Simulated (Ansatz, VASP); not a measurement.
One calculation of HfC, two programs

```
Hf C
1.0
     3.83972    0.00000    0.00000
    -1.91986    3.32530    0.00000
     0.00000    0.00000    4.62757
Hf C
2 2
Cartesian
  0.0000 2.2169 2.0269
  1.9199 1.1084 4.3406
  0.0000 2.2169 4.3361
  1.9199 1.1084 2.0223
```

Alike in both runs: functional r2SCAN; k mesh 12 × 12 × 10; occupations gaussian, width 0.1 eV; no spin polarisation.

Ansatz relaxed the structure, and its values are those at the end. VASP's run is a single point on that final structure, the one shown.

```csv
,VASP,Ansatz
version,VASP 6.6.1,Ansatz 0.2.0
potentials or method,"VASP PAW PBE potentials, release 64 (Hf_pv, C), cutoff 520 eV","scalar-relativistic, plane waves, PAW"
valence electrons in the cell,28,60
```

VASP gave:

```
gap on the k mesh at the Fermi level (eV) : none
pressure (GPa)                            : -0.8
```

Question: Estimate Ansatz's values.

Answer: gap on the k mesh at the Fermi level (eV): none; pressure (GPa): 0.0.

VASP's potentials were made for PBE, not for r2SCAN. A gap of «none» marks a metal or a gap that the smearing closes. VASP's potentials hold 28 valence electrons a cell and Ansatz's 60, so a difference there can come from the potentials and not from the codes.

Neither program's run includes spin-orbit coupling.
